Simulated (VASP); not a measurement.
Wanted: the native input for a VASP 6.6.1 run.

* Task: single point
* Functional: PBEsol
* Potentials or basis: VASP PAW PBE potentials, release 64 (Pb_d, S)
* Cutoff: 520 eV
* k mesh: 8 × 8 × 8
* Occupations: fermi-dirac, width 0.05 eV
* Spin: no spin polarisation
* Dipole correction: no
* Further INCAR settings: ALGO = Normal; EDIFF = 1e-07; NBANDS = 17

The structure of PbS lies in POSCAR:

```
PbS
1.0
    2.1126617058      1.2197458045      3.4519162518
   -2.1126617058      1.2197458045      3.4519162518
    0.0000000000     -2.4394916091      3.4519162518
Pb S
1 1
Direct
    0.9805657800      0.9805657800      0.9805657800
    0.4750355500      0.4750355500      0.4750355500
```

One way to write it, as run:

INCAR

```
  PREC = Accurate
  ENCUT = 520
  EDIFF = 1E-7
  ISMEAR = -1
  SIGMA = 0.05
  LREAL = False
  LASPH = True
  NELM = 100
  ALGO = Normal
  ISIF = 2
  LWAVE = False
  LCHARG = False
  GGA = PS
  NBANDS = 17
```

KPOINTS

```
regular mesh
0
Gamma
  8 8 8
```

Potentials or basis: VASP PAW PBE potentials, release 64 (Pb_d, S).

The run is started by

```bash
$ cat potpaw_PBE.64/Pb_d/POTCAR potpaw_PBE.64/S/POTCAR > POTCAR
$ mpirun -np 1 vasp_std > vasp.out
```

It gave:

```
Pressure               : -2.1 GPa
Largest force          : 0.008 eV/Å
Band gap on the k mesh : 0.35 eV, direct
```

Caveat: the PAW data sets were made with another functional, which shifts forces and pressure a little; spin-orbit coupling is left out, which moves the levels of the heavy elements.

It took 52 s on 1 thread of AMD EPYC 7R13 Processor (Zen 3) (shared host), peak memory 0.18 GiB.
